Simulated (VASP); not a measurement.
# RePd2 (I4/mmm) in VASP: single point with PBE

Aim: the single point of RePd2 with PBE.

All numbers are computed with VASP 6.6.1; they aren't measurements. Logs are shortened: lines on timing, memory, paths and dates and some standing lists are left out, and cuts for length are marked.

## (1) The cell of the first run

The structure is tetragonal, space group I4/mmm (No. 139). The conventional cell has a = 3.294 Å, b = 3.294 Å, c = 8.318 Å, α = 90.00°, β = 90.00°, γ = 90.00°. Within 3.6 Å of Re (site symmetry 4/mmm) lie 10 Pd at 2.71 to 2.77 Å and 4 Re at 3.29 Å. Pd (site symmetry 4mm) has 5 Re at 2.71 to 2.77 Å and 9 Pd at 2.71 to 3.29 Å within 3.6 Å.

## (2) Single point, PBE

INCAR

```
  PREC = Accurate
  ENCUT = 520
  EDIFF = 1E-7
  ISMEAR = 0
  SIGMA = 0.1
  LREAL = F
  LASPH = T
  NELM = 60
  ALGO = Fast
  ISIF = 2
  LWAVE = F
  LCHARG = F
  GGA = PE
  NBANDS = 20
```

KPOINTS

```
Automatic mesh
0
Gamma
  20 20 20
```

POSCAR

```
RePd2
1.0
   -1.6470650381      1.6470650381      4.1588646086
    1.6470650381     -1.6470650381      4.1588646086
    1.6470650381      1.6470650381     -4.1588646086
Re Pd
1 2
Direct
    0.0000000000      0.0000000000      0.0000000000
    0.6664540409      0.6664540409      0.0000000000
    0.3335459591      0.3335459591      0.0000000000
```

Potentials or basis: VASP PAW PBE potentials, release 64 (Re, Pd).

Run with:

```console
$ cat potpaw_PBE.64/Re/POTCAR potpaw_PBE.64/Pd/POTCAR > POTCAR
$ mpirun -np 1 vasp_std > vasp.out
```

OUTCAR:

```text
PREC = Accurate
   ENCUT = 520
   EDIFF = 1E-7
   ISMEAR = 0
   LREAL = F
   LASPH = T
   NELM = 60
   ISIF = 2
   GGA = PE

 ion  position               nearest neighbor table
   1  0.000  0.000  0.000-   2 2.71   2 2.71   2 2.71   3 2.71   2 2.71   3 2.71   3 2.71   3 2.71
                             2 2.77   3 2.77
   2  0.666  0.666  0.000-   1 2.71   1 2.71   1 2.71   1 2.71   3 2.71   3 2.71   3 2.71   3 2.71
                             3 2.77   1 2.77
   3  0.334  0.334  0.000-   1 2.71   1 2.71   1 2.71   1 2.71   2 2.71   2 2.71   2 2.71   2 2.71
                             2 2.77   1 2.77

  LATTYP: Found a body centered tetragonal cell.
 ALAT       =     3.2941300762
 C/A-ratio  =     2.5250154137

  Lattice vectors:

 A1 = (  -1.6470650381,   1.6470650381,   4.1588646086)
 A2 = (   1.6470650381,  -1.6470650381,   4.1588646086)
 A3 = (   1.6470650381,   1.6470650381,  -4.1588646086)

Analysis of symmetry for initial positions (statically):
=====================================================================
 Subroutine PRICEL returns:
 Original cell was already a primitive cell.

 Routine SETGRP: Setting up the symmetry group for a
 body centered tetragonal supercell.

 Subroutine GETGRP returns: Found 16 space group operations
 (whereof 16 operations were pure point group operations)
 out of a pool of 16 trial point group operations.

The static configuration has the point symmetry D_4h.

Analysis of symmetry for dynamics (positions and initial velocities):
=====================================================================
 Subroutine PRICEL returns:
 Original cell was already a primitive cell.

 Routine SETGRP: Setting up the symmetry group for a
 body centered tetragonal supercell.

 Subroutine GETGRP returns: Found 16 space group operations
 (whereof 16 operations were pure point group operations)
 out of a pool of 16 trial point group operations.

The dynamic configuration has the point symmetry D_4h.

 Subroutine INISYM returns: Found 16 space group operations
 (whereof 16 operations are pure point group operations),
 and found     1 'primitive' translations

----------------------------------------------------------------------------------------

                                     Primitive cell

  volume of cell :      45.1291

  direct lattice vectors                    reciprocal lattice vectors
    -1.647065038  1.647065038  4.158864609     0.000000000  0.303570283  0.120225121
     1.647065038 -1.647065038  4.158864609     0.303570283  0.000000000  0.120225121
     1.647065038  1.647065038 -4.158864609     0.303570283  0.303570283  0.000000000

  length of vectors
     4.766739065  4.766739065  4.766739065     0.326510331  0.326510331  0.429313212

  position of ions in fractional coordinates (direct lattice)
     0.000000000  0.000000000  0.000000000
     0.666454041  0.666454041  0.000000000
     0.333545959  0.333545959  0.000000000

  ion indices of the primitive-cell ions
   primitive index   ion index
                 1           1
                 2           2
                 3           3

----------------------------------------------------------------------------------------

 KPOINTS: Automatic mesh

Automatic generation of k-mesh.
 Grid dimensions read from file:
 generate k-points for:   20   20   20

 Generating k-lattice:

  Cartesian coordinates                     Fractional coordinates (reciprocal lattice)
     0.000000000  0.015178514  0.006011256     0.050000000  0.000000000  0.000000000
     0.015178514  0.000000000  0.006011256     0.000000000  0.050000000  0.000000000
     0.015178514  0.015178514  0.000000000     0.000000000  0.000000000  0.050000000

  Length of vectors
     0.016325517  0.016325517  0.021465661

  Shift w.r.t. Gamma in fractional coordinates (k-lattice)
     0.000000000  0.000000000  0.000000000

 Subroutine IBZKPT returns following result:
 ===========================================

 Found    641 irreducible k-points:

 Following reciprocal coordinates:
            Coordinates               Weight
  0.000000  0.000000  0.000000      1.000000
  0.050000  0.000000  0.000000      8.000000
  0.100000  0.000000  0.000000      8.000000
  0.150000 -0.000000  0.000000      8.000000
  0.200000  0.000000  0.000000      8.000000
  0.250000 -0.000000  0.000000      8.000000
[... 16 lines left out ...]
 -0.400000  0.050000  0.000000     16.000000
 -0.350000  0.050000 -0.000000     16.000000
 [... further k-points ...]
   k-points           NKPTS =    641   k-points in BZ     NKDIM =    641   number of bands    NBANDS=     20
   number of dos      NEDOS =    301   number of ions     NIONS =      3
   total plane-waves  NPLWV =  46656
   dimension x,y,z NGX =    36 NGY =   36 NGZ =   36
   dimension x,y,z NGXF=    72 NGYF=   72 NGZF=   72
   ions per type =               1   2
   NGX,Y,Z   is equivalent  to a cutoff of  12.56, 12.56, 12.56 a.u.
   NGXF,Y,Z  is equivalent  to a cutoff of  25.11, 25.11, 25.11 a.u.
 SYSTEM =  unknown system
   PREC   = accura    normal or accurate (medium, high low for compatibility)
   ISTART =      0    job   : 0-new  1-cont  2-samecut
   ICHARG =      2    charge: 1-file 2-atom 10-const
   ISPIN  =      1    spin polarized calculation?
   LNONCOLLINEAR =      F non collinear calculations
   LSORBIT =      F    spin-orbit coupling
   LASPH  =      T    aspherical Exc in radial PAW
   ENCUT  =  520.0 eV  38.22 Ry    6.18 a.u.   8.86  8.86  8.86*2*pi/ulx,y,z
   NELM   =     60;   NELMIN=  2; NELMDL= -5     # of ELM steps
   EDIFF  = 0.1E-06   stopping-criterion for ELM
   LREAL  =      F    real-space projection
   EDIFFG = 0.1E-05   stopping-criterion for IOM
   NSW    =      0    number of steps for IOM
   IBRION =     -1    ionic relax: 0-MD 1-quasi-New 2-CG
   NFREE  =      0    steps in history (QN), initial steepest desc. (CG)
   ISIF   =      2    stress and relaxation
   ISYM   =      2    0-nonsym 1-usesym 2-fastsym
   POTIM  = 0.5000    time-step for ionic-motion
   TEBEG  =    0.0;   TEEND  =   0.0 temperature during run
   PSTRESS=    0.0 pullay stress
   NELECT =      27.0000    total number of electrons
   NUPDOWN=      -1.0000    fix difference up-down
   EMIN   =  10.00;   EMAX   =-10.00  energy-range for DOS
   EFERMI =   0.00;   METHOD = LEGACY
   ISMEAR =     0;   SIGMA  =   0.10  broadening in eV -4-tet -1-fermi 0-gaus
   EFERMI_NEDOS =   21; number of points for ismear=-14 and -15
   IALGO  =     68    algorithm
   IMIX   =      4    mixing-type and parameters
     AMIX     =   0.40;   BMIX     =  1.00
     AMIX_MAG =   1.60;   BMIX_MAG =  1.00
  volume/ion in A,a.u.               =      15.04       101.52
  Fermi-wavevector in a.u.,A,eV,Ry     =   1.379465  2.606811 25.890846  1.902923
  Thomas-Fermi vector in A             =   2.504432
   LORBIT       =      0    0 simple, 1 ext, 2 COOP (PROOUT), +10 PAW based schemes
   GGA     = PE    functional components
   LHFCALC =     F    Hartree Fock is set to
   AEXX    =    0.0000 exact exchange contribution
   IVDW    =     0    specifies the selected vdW correction
   LEPSILON=     F    determine dielectric tensor
   LRPA    =     F    only Hartree local field effects (RPA)
 non-spin polarized calculation
 RMM-DIIS sequential band-by-band and
 Gauss-broadening in eV      SIGMA  =   0.10
  energy-cutoff  :      520.00
  volume of cell :       45.13
 maximum number of plane-waves:      1240
   NGX = 17   NGY = 17   NGZ = 17

 number of electron      27.0000003 magnetization

 Free energy of the ion-electron system (eV)
  ---------------------------------------------------
  ext. energy  EPLUGINS =         0.00000000
  ---------------------------------------------------
  free energy    TOTEN  =       -21.95620383 eV

  energy without entropy =      -21.94355247  energy(sigma->0) =      -21.94987815

 E-fermi :   9.5241     XC(G=0): -13.2897

 val. band max:        9.5198139244   @ k =  -0.2500   0.2500   0.2500
 cond. band min:       9.5271339097   @ k =   0.1500   0.1500   0.1000
 fundamental gap:      0.0073199853
 Fermi energy:         9.5240846373

 k-point     1 :       0.0000    0.0000    0.0000
  band No.  band energies     occupation
      1       0.9022      2.00000
      2       4.6063      2.00000
      3       4.8015      2.00000
      4       4.9281      2.00000
      5       5.1510      2.00000
      6       5.2236      2.00000
[... 12 lines left out ...]
     19      21.4968      0.00000
     20      21.5137      0.00000

 k-point     2 :       0.0500    0.0000    0.0000
  band No.  band energies     occupation
      1       0.9547      2.00000
      2       4.5577      2.00000
      3       4.8528      2.00000
      4       4.9002      2.00000
      5       5.1687      2.00000
      6       5.2335      2.00000
[... 12 lines left out ...]
     19      20.8942      0.00000
     20      21.3941      0.00000

 k-point     3 :       0.1000    0.0000    0.0000
  band No.  band energies     occupation
      1       1.1107      2.00000
      2       4.4747      2.00000
      3       4.8384      2.00000
      4       4.8722      2.00000
      5       5.2601      2.00000
      6       5.2725      2.00000
[... 12 lines left out ...]
     19      19.7007      0.00000
     20      21.1400      0.00000

 k-point     4 :       0.1500   -0.0000    0.0000
  band No.  band energies     occupation
      1       1.3644      2.00000
      2       4.3916      2.00000
      3       4.6582      2.00000
      4       4.8848      2.00000
      5       5.2922      2.00000
      6       5.5157      2.00000
[... 12 lines left out ...]
     19      18.4576      0.00000
     20      20.3232      0.00000

 k-point     5 :       0.2000    0.0000    0.0000
  band No.  band energies     occupation
      1       1.7053      2.00000
      2       4.3225      2.00000
      3       4.3924      2.00000
      4       4.9455      2.00000
      5       5.2998      2.00000
      6       5.5186      2.00000
[... 12 lines left out ...]
     19      17.9588      0.00000
     20      19.7238      0.00000

 k-point     6 :       0.2500   -0.0000    0.0000
  band No.  band energies     occupation
      1       2.1160      2.00000
      2       4.0992      2.00000
      3       4.2913      2.00000
      4       5.0316      2.00000
      5       5.1120      2.00000
      6       5.3950      2.00000
[... 12 lines left out ...]
     19      18.4736      0.00000
     20      19.4406      0.00000

 k-point     7 :       0.3000   -0.0000    0.0000
  band No.  band energies     occupation
      1       2.5676      2.00000
      2       3.8377      2.00000
      3       4.2884      2.00000
      4       4.8265      2.00000
      5       5.1154      2.00000
      6       5.3898      2.00000
[... 12 lines left out ...]
     19      18.5855      0.00000
     20      19.9319      0.00000
[... 277 lines left out ...]
 k-point    20 :       0.4500    0.0500    0.0000
  band No.  band energies     occupation
      1       3.2179      2.00000
      2       4.0056      2.00000
      3       4.2841      2.00000
      4       4.4609      2.00000
      5       5.0156      2.00000
      6       5.2951      2.00000
[... 12 lines left out ...]
     19      18.3893      0.00000
     20      22.5420      0.00000

 k-point    21 :       0.5000    0.0500    0.0000
  band No.  band energies     occupation
      1       3.2057      2.00000
      2       4.1336      2.00000
      3       4.2622      2.00000
      4       4.3872      2.00000
      5       5.0707      2.00000
      6       5.2979      2.00000
[... 12 lines left out ...]
     19      18.3184      0.00000
     20      22.5520      0.00000

 k-point    22 :      -0.4500    0.0500    0.0000
  band No.  band energies     occupation
      1       3.2374      2.00000
      2       3.9728      2.00000
      3       4.3153      2.00000
      4       4.3518      2.00000
      5       5.1777      2.00000
      6       5.3314      2.00000
[... 12 lines left out ...]
     19      18.2744      0.00000
     20      21.9978      0.00000

 k-point    23 :      -0.4000    0.0500    0.0000
  band No.  band energies     occupation
      1       3.2468      2.00000
      2       3.7050      2.00000
      3       4.3301      2.00000
      4       4.4415      2.00000
      5       5.2737      2.00000
      6       5.3740      2.00000
[... 12 lines left out ...]
     19      18.2602      0.00000
     20      21.2687      0.00000

 k-point    24 :      -0.3500    0.0500   -0.0000
  band No.  band energies     occupation
      1       2.9784      2.00000
      2       3.6991      2.00000
      3       4.3066      2.00000
      4       4.6336      2.00000
      5       5.3051      2.00000
      6       5.4011      2.00000
[... 12 lines left out ...]
     19      18.2854      0.00000
     20      20.4380      0.00000

 [... further k-points ...]

------------------------ aborting loop because EDIFF is reached ----------------------------------------

  FORCE on cell =-STRESS in cart. coord.  units (eV):
  Direction    XX          YY          ZZ          XY          YZ          ZX
  --------------------------------------------------------------------------------------
  -------------------------------------------------------------------------------------
  Total       -0.1678131     -0.1678131     -0.1662534      0.0000000      0.0000000      0.0000000
  in kB       -5.9577214     -5.9577214     -5.9023467      0.0000000      0.0000000      0.0000000
  external PRESSURE =      -5.9392632 kB  Pullay stress =       0.0000000 kB

 VOLUME and BASIS-vectors are now :
 -----------------------------------------------------------------------------
  energy-cutoff  :      520.00
  volume of cell :       45.13
      direct lattice vectors                 reciprocal lattice vectors
    -1.647065038  1.647065038  4.158864609     0.000000000  0.303570283  0.120225121
     1.647065038 -1.647065038  4.158864609     0.303570283  0.000000000  0.120225121
     1.647065038  1.647065038 -4.158864609     0.303570283  0.303570283  0.000000000

 POSITION                                       TOTAL-FORCE (eV/Angst)
 -----------------------------------------------------------------------------------
      0.00000      0.00000      0.00000        -0.000000     -0.000000     -0.000000
      0.00000      0.00000      5.54338        -0.000000     -0.000000     -0.011963
      0.00000      0.00000      2.77434         0.000000      0.000000      0.011963
 -----------------------------------------------------------------------------------
    total drift:                                0.000000     -0.000000      0.000000

  FREE ENERGIE OF THE ION-ELECTRON SYSTEM (eV)
  ---------------------------------------------------
  free  energy   TOTEN  =       -21.9562038295 eV

  energy  without entropy=      -21.9435524711  energy(sigma->0) =      -21.94987815
```

It took 18 min on 1 thread of Intel Xeon Platinum 8259CL at 2.50GHz (Skylake/Cascade Lake), shared host; peak memory 0.69 GiB.

Results:

| Property | Result |
| --- | --- |
| Free energy | -21.9562 eV |
| Pressure | -0.6 GPa |
| Largest force | 0.012 eV/Å |
| Band gap on the k mesh | zero (an odd number of electrons rules out a gap without spin polarisation) |

Forces on the atoms (eV/Å):
```
Re   0.000  0.000  0.000
Pd   0.000  0.000 -0.012
Pd   0.000  0.000  0.012
```

Levels at points of the mesh, in eV from the Fermi level:
```
           k point  band 11  band 12  band 13  band 14  band 15  band 16
(0.00, 0.00, 0.00)    -2.27    -1.62    -1.03    -1.03    -0.15     1.01
(0.50, 0.00, 0.00)    -1.53    -0.65    -0.42     0.45     0.85     1.07
(0.50, 0.50, 0.00)    -1.94    -1.85    -0.21     0.23     0.96     1.29
(0.50, 0.50, 0.50)    -2.54    -1.21    -1.05     0.92     0.92     1.05
```

Caveat: spin-orbit coupling is left out, which moves the levels of the heavy elements.
